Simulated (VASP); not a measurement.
# Te (P3_121) in VASP: single point with r2SCAN

Aim: the single point of Te with r2SCAN.

Everything below comes from runs of VASP 6.6.1. Logs are shortened: lines on timing, memory, paths and dates and some standing lists are left out, and cuts for length are marked.

### 1 The cell of the first run

The structure is trigonal, space group P3_121 (No. 152). The conventional cell has a = 4.458 Å, b = 4.458 Å, c = 5.921 Å, α = 90.00°, β = 90.00°, γ = 120.00°. Within 3.8 Å of Te (site symmetry 2) lie 6 Te at 2.85 to 3.48 Å.

### 2 Single point, r2SCAN

Contents of POSCAR:

```
Te
1.0
    4.4582840821      0.0000000000      0.0000000000
   -2.2291420410      3.8609872724      0.0000000000
    0.0000000000      0.0000000000      5.9212026498
Te
3
Direct
    0.2655977916      0.0000000000      0.8333333333
    0.0000000000      0.2655977916      0.1666666667
    0.7344022084      0.7344022084      0.5000000000
```

Contents of INCAR.step1:

```
PREC     = Accurate       # precision mode
ENCUT    = 520            # plane-wave cutoff, eV
ISMEAR   = 0              # smearing method
SIGMA    = 0.05           # smearing width, eV
LREAL    = False          # projectors in reciprocal space
LASPH    = True           # aspherical terms in the spheres
NELM     = 60             # most SCF steps
NBANDS   = 16             # bands
GGA      = PE             # functional
ALGO     = Normal         # electronic algorithm
EDIFF    = 1E-4           # SCF threshold, eV
LWAVE    = True           # write WAVECAR
LCHARG   = False          # write CHGCAR
```

Contents of INCAR.step2:

```
PREC     = Accurate       # precision mode
ENCUT    = 520            # plane-wave cutoff, eV
EDIFF    = 1E-6           # SCF threshold, eV
ISMEAR   = 0              # smearing method
SIGMA    = 0.05           # smearing width, eV
LREAL    = False          # projectors in reciprocal space
LASPH    = True           # aspherical terms in the spheres
NELM     = 60             # most SCF steps
ALGO     = Normal         # electronic algorithm
ISIF     = 2              # what is computed and relaxed
LWAVE    = False          # write WAVECAR
LCHARG   = True           # write CHGCAR
METAGGA  = R2SCAN         # meta-GGA
LMIXTAU  = True         
LELF     = True           # ELF
LVHAR    = True         
NBANDS   = 16             # bands
ISTART   = 1
```

Contents of KPOINTS:

```
regular mesh
0
Gamma
  8 8 6
```

Potentials or basis: VASP PAW PBE potentials, release 64 (Te).

Launch:

```bash
$ cat potpaw_PBE.64/Te/POTCAR > POTCAR
$ cp INCAR.step1 INCAR
$ mpirun -np 1 vasp_std > vasp.out
$ cp INCAR.step2 INCAR
$ mpirun -np 1 vasp_std > vasp.out
```

OUTCAR:

```text
PREC = Accurate
   ENCUT = 520
   EDIFF = 1E-6
   ISMEAR = 0
   LREAL = False
   LASPH = True
   NELM = 60
   ISIF = 2
   METAGGA = R2SCAN
   ISTART = 1

 ion  position               nearest neighbor table
   1  0.266  0.000  0.833-   3 2.85   2 2.85   3 3.48   3 3.48   2 3.48   2 3.48
   2  0.000  0.266  0.167-   3 2.85   1 2.85   3 3.48   3 3.48   1 3.48   1 3.48
   3  0.734  0.734  0.500-   2 2.85   1 2.85   2 3.48   1 3.48   1 3.48   2 3.48

  LATTYP: Found a hexagonal cell.
 ALAT       =     4.4582840821
 C/A-ratio  =     1.3281348924

  Lattice vectors:

 A1 = (   4.4582840821,   0.0000000000,   0.0000000000)
 A2 = (  -2.2291420410,   3.8609872724,   0.0000000000)
 A3 = (   0.0000000000,   0.0000000000,   5.9212026498)

Analysis of symmetry for initial positions (statically):
=====================================================================
 Subroutine PRICEL returns:
 Original cell was already a primitive cell.

 Routine SETGRP: Setting up the symmetry group for a
 hexagonal supercell.

 Subroutine GETGRP returns: Found  6 space group operations
 (whereof  2 operations were pure point group operations)
 out of a pool of 24 trial point group operations.

The static configuration has the point symmetry C_2 .
 The point group associated with its full space group is D_3 .

Analysis of symmetry for dynamics (positions and initial velocities):
=====================================================================
 Subroutine PRICEL returns:
 Original cell was already a primitive cell.

 Routine SETGRP: Setting up the symmetry group for a
 hexagonal supercell.

 Subroutine GETGRP returns: Found  6 space group operations
 (whereof  2 operations were pure point group operations)
 out of a pool of 24 trial point group operations.

The dynamic configuration has the point symmetry C_2 .
 The point group associated with its full space group is D_3 .

 Subroutine INISYM returns: Found  6 space group operations
 (whereof  2 operations are pure point group operations),
 and found     1 'primitive' translations

----------------------------------------------------------------------------------------

                                     Primitive cell

  volume of cell :     101.9239

  direct lattice vectors                    reciprocal lattice vectors
     4.458284082  0.000000000  0.000000000     0.224301543  0.129500556  0.000000000
    -2.229142041  3.860987272  0.000000000     0.000000000  0.259001113  0.000000000
     0.000000000  0.000000000  5.921202650     0.000000000  0.000000000  0.168884610

  length of vectors
     4.458284082  4.458284082  5.921202650     0.259001113  0.259001113  0.168884610

  position of ions in fractional coordinates (direct lattice)
     0.265597792  0.000000000  0.833333333
     0.000000000  0.265597792  0.166666667
     0.734402208  0.734402208  0.500000000

  ion indices of the primitive-cell ions
   primitive index   ion index
                 1           1
                 2           2
                 3           3

----------------------------------------------------------------------------------------

 KPOINTS: regular mesh

Automatic generation of k-mesh.
 Grid dimensions read from file:
 generate k-points for:    8    8    6

 Generating k-lattice:

  Cartesian coordinates                     Fractional coordinates (reciprocal lattice)
     0.028037693  0.016187570  0.000000000     0.125000000  0.000000000  0.000000000
     0.000000000  0.032375139  0.000000000     0.000000000  0.125000000  0.000000000
     0.000000000  0.000000000  0.028147435     0.000000000  0.000000000  0.166666667

  Length of vectors
     0.032375139  0.032375139  0.028147435

  Shift w.r.t. Gamma in fractional coordinates (k-lattice)
     0.000000000  0.000000000  0.000000000

 Subroutine IBZKPT returns following result:
 ===========================================

 Found     50 irreducible k-points:

 Following reciprocal coordinates:
            Coordinates               Weight
  0.000000  0.000000  0.000000      1.000000
  0.125000  0.000000  0.000000      6.000000
  0.250000  0.000000  0.000000      6.000000
  0.375000  0.000000  0.000000      6.000000
  0.500000  0.000000  0.000000      3.000000
  0.125000  0.125000  0.000000      6.000000
[... 16 lines left out ...]
 -0.125000  0.500000  0.166667     12.000000
  0.250000  0.250000  0.166667     12.000000
 [... further k-points ...]
   k-points           NKPTS =     50   k-points in BZ     NKDIM =     50   number of bands    NBANDS=     16
   number of dos      NEDOS =    301   number of ions     NIONS =      3
   total plane-waves  NPLWV =  62208
   dimension x,y,z NGX =    36 NGY =   36 NGZ =   48
   dimension x,y,z NGXF=    72 NGYF=   72 NGZF=   96
   ions per type =               3
   NGX,Y,Z   is equivalent  to a cutoff of  13.42, 13.42, 13.48 a.u.
   NGXF,Y,Z  is equivalent  to a cutoff of  26.85, 26.85, 26.95 a.u.
 SYSTEM =  unknown system
   PREC   = accura    normal or accurate (medium, high low for compatibility)
   ISTART =      1    job   : 0-new  1-cont  2-samecut
   ICHARG =      0    charge: 1-file 2-atom 10-const
   ISPIN  =      1    spin polarized calculation?
   LNONCOLLINEAR =      F non collinear calculations
   LSORBIT =      F    spin-orbit coupling
   LASPH  =      T    aspherical Exc in radial PAW
   ENCUT  =  520.0 eV  38.22 Ry    6.18 a.u.   8.29  8.29 11.01*2*pi/ulx,y,z
   NELM   =     60;   NELMIN=  2; NELMDL=  0     # of ELM steps
   EDIFF  = 0.1E-05   stopping-criterion for ELM
   LREAL  =      F    real-space projection
   EDIFFG = 0.1E-04   stopping-criterion for IOM
   NSW    =      0    number of steps for IOM
   IBRION =     -1    ionic relax: 0-MD 1-quasi-New 2-CG
   NFREE  =      0    steps in history (QN), initial steepest desc. (CG)
   ISIF   =      2    stress and relaxation
   ISYM   =      2    0-nonsym 1-usesym 2-fastsym
   POTIM  = 0.5000    time-step for ionic-motion
   TEBEG  =    0.0;   TEEND  =   0.0 temperature during run
   PSTRESS=    0.0 pullay stress
   NELECT =      18.0000    total number of electrons
   NUPDOWN=      -1.0000    fix difference up-down
   EMIN   =  10.00;   EMAX   =-10.00  energy-range for DOS
   EFERMI =   0.00;   METHOD = LEGACY
   ISMEAR =     0;   SIGMA  =   0.05  broadening in eV -4-tet -1-fermi 0-gaus
   EFERMI_NEDOS =   21; number of points for ismear=-14 and -15
   IALGO  =     38    algorithm
   IMIX   =      4    mixing-type and parameters
     AMIX     =   0.40;   BMIX     =  1.00
     AMIX_MAG =   1.60;   BMIX_MAG =  1.00
  volume/ion in A,a.u.               =      33.97       229.27
  Fermi-wavevector in a.u.,A,eV,Ry     =   0.918488  1.735691 11.478159  0.843621
  Thomas-Fermi vector in A             =   2.043576
   LORBIT       =      0    0 simple, 1 ext, 2 COOP (PROOUT), +10 PAW based schemes
   METAGGA = R2SCAN    functional components
   LHFCALC =     F    Hartree Fock is set to
   AEXX    =    0.0000 exact exchange contribution
   IVDW    =     0    specifies the selected vdW correction
   LEPSILON=     F    determine dielectric tensor
   LRPA    =     F    only Hartree local field effects (RPA)
 non-spin polarized calculation
 Gauss-broadening in eV      SIGMA  =   0.05
  energy-cutoff  :      520.00
  volume of cell :      101.92
 maximum number of plane-waves:      2770
 NGX is ok and might be reduce to    36
   NGX = 17   NGY = 17   NGZ = 23

 number of electron      17.9999997 magnetization

 Free energy of the ion-electron system (eV)
  ---------------------------------------------------
  ext. energy  EPLUGINS =         0.00000000
  ---------------------------------------------------
  free energy    TOTEN  =       -76.22598738 eV

  energy without entropy =      -76.22598738  energy(sigma->0) =      -76.22598738

 E-fermi :   6.0241     XC(G=0):  -9.4867

 val. band max:        5.7886606098   @ k =   0.3750   0.2500   0.5000
 cond. band min:       6.3721130503   @ k =   0.0000   0.0000   0.5000
 fundamental gap:      0.5834524405
 Fermi energy:         6.0240507886

 k-point     1 :       0.0000    0.0000    0.0000
  band No.  band energies     occupation
      1      -8.4192      2.00000
      2      -4.8769      2.00000
      3      -4.8769      2.00000
      4       2.5328      2.00000
      5       2.8992      2.00000
      6       2.8992      2.00000
[... 8 lines left out ...]
     15      12.3738      0.00000
     16      12.5320      0.00000

 k-point     2 :       0.1250    0.0000    0.0000
  band No.  band energies     occupation
      1      -8.3100      2.00000
      2      -4.9110      2.00000
      3      -4.8438      2.00000
      4       1.8025      2.00000
      5       2.3905      2.00000
      6       2.6490      2.00000
[... 8 lines left out ...]
     15      12.3317      0.00000
     16      12.5664      0.00000

 k-point     3 :       0.2500    0.0000    0.0000
  band No.  band energies     occupation
      1      -8.0030      2.00000
      2      -5.0738      2.00000
      3      -4.7565      2.00000
      4       0.9650      2.00000
      5       1.7340      2.00000
      6       2.2307      2.00000
[... 8 lines left out ...]
     15      12.6761      0.00000
     16      13.3770      0.00000

 k-point     4 :       0.3750    0.0000    0.0000
  band No.  band energies     occupation
      1      -7.5884      2.00000
      2      -5.4080      2.00000
      3      -4.6590      2.00000
      4       0.6739      2.00000
      5       1.2818      2.00000
      6       1.9563      2.00000
[... 8 lines left out ...]
     15      13.7397      0.00000
     16      14.5003      0.00000

 k-point     5 :       0.5000    0.0000    0.0000
  band No.  band energies     occupation
      1      -7.3475      2.00000
      2      -5.6361      2.00000
      3      -4.6154      2.00000
      4       0.6815      2.00000
      5       1.1654      2.00000
      6       2.0475      2.00000
[... 8 lines left out ...]
     15      14.9402      0.00000
     16      15.2494      0.00000

 k-point     6 :       0.1250    0.1250    0.0000
  band No.  band energies     occupation
      1      -8.1012      2.00000
      2      -4.9853      2.00000
      3      -4.8108      2.00000
      4       1.2348      2.00000
      5       1.5860      2.00000
      6       2.7283      2.00000
[... 8 lines left out ...]
     15      12.6909      0.00000
     16      13.1563      0.00000
[... 267 lines left out ...]
 k-point    21 :      -0.1250    0.3750    0.1667
  band No.  band energies     occupation
      1      -7.6329      2.00000
      2      -5.7344      2.00000
      3      -4.3036      2.00000
      4       0.6143      2.00000
      5       1.2083      2.00000
      6       2.2196      2.00000
[... 8 lines left out ...]
     15      13.6226      0.00000
     16      14.3439      0.00000

 k-point    22 :       0.3750    0.1250    0.1667
  band No.  band energies     occupation
      1      -7.2914      2.00000
      2      -5.6740      2.00000
      3      -4.6990      2.00000
      4       0.7542      2.00000
      5       1.0160      2.00000
      6       2.1136      2.00000
[... 8 lines left out ...]
     15      13.6649      0.00000
     16      14.2540      0.00000

 k-point    23 :      -0.1250    0.5000    0.1667
  band No.  band energies     occupation
      1      -7.2766      2.00000
      2      -5.7805      2.00000
      3      -4.5560      2.00000
      4       0.4671      2.00000
      5       0.9717      2.00000
      6       2.0144      2.00000
[... 8 lines left out ...]
     15      13.8077      0.00000
     16      15.0147      0.00000

 k-point    24 :       0.2500    0.2500    0.1667
  band No.  band energies     occupation
      1      -7.3005      2.00000
      2      -5.6620      2.00000
      3      -4.6833      2.00000
      4       0.5351      2.00000
      5       1.1787      2.00000
      6       2.2070      2.00000
[... 8 lines left out ...]
     15      13.8831      0.00000
     16      14.2639      0.00000

 [... further k-points ...]

------------------------ aborting loop because EDIFF is reached ----------------------------------------

  FORCE on cell =-STRESS in cart. coord.  units (eV):
  Direction    XX          YY          ZZ          XY          YZ          ZX
  --------------------------------------------------------------------------------------
  -------------------------------------------------------------------------------------
  Total        0.7608575      0.7608575      0.8788041      0.0000000      0.0000000      0.0000000
  in kB       11.9601837     11.9601837     13.8142288      0.0000000      0.0000000      0.0000000
  external PRESSURE =      12.5781987 kB  Pullay stress =       0.0000000 kB

 VOLUME and BASIS-vectors are now :
 -----------------------------------------------------------------------------
  energy-cutoff  :      520.00
  volume of cell :      101.92
      direct lattice vectors                 reciprocal lattice vectors
     4.458284082  0.000000000  0.000000000     0.224301543  0.129500556  0.000000000
    -2.229142041  3.860987272  0.000000000     0.000000000  0.259001113  0.000000000
     0.000000000  0.000000000  5.921202650     0.000000000  0.000000000  0.168884610

 POSITION                                       TOTAL-FORCE (eV/Angst)
 -----------------------------------------------------------------------------------
      1.18411      0.00000      4.93434         0.029145      0.000000      0.000000
     -0.59206      1.02547      0.98687        -0.014572      0.025240      0.000000
      1.63709      2.83552      2.96060        -0.014572     -0.025240      0.000000
 -----------------------------------------------------------------------------------
    total drift:                                0.000000      0.000001     -0.000000

  FREE ENERGIE OF THE ION-ELECTRON SYSTEM (eV)
  ---------------------------------------------------
  free  energy   TOTEN  =       -76.2259873840 eV

  energy  without entropy=      -76.2259873840  energy(sigma->0) =      -76.22598738
```

Wall time 2.2 min (1 thread of Intel Xeon 6975P-C (Granite Rapids), shared host); peak memory 0.28 GiB.

Results:

| Property | Result |
| --- | --- |
| Free energy | -76.2260 eV |
| Pressure | 1.3 GPa |
| Largest force | 0.029 eV/Å |
| Band gap on the k mesh | 0.58 eV, indirect (least direct gap 0.66 eV) |

Forces in eV/Å, atoms in the order of the input:
```
Te   0.029  0.000  0.000
Te  -0.015  0.025  0.000
Te  -0.015 -0.025  0.000
```

Stress tensor (GPa, compression positive):
```
1.20 0.00 0.00
0.00 1.20 0.00
0.00 0.00 1.38
```

Caveat: the PAW data sets were made with another functional, which shifts forces and pressure a little; spin-orbit coupling is left out, which moves the levels of the heavy elements. A k mesh can miss the band edges.
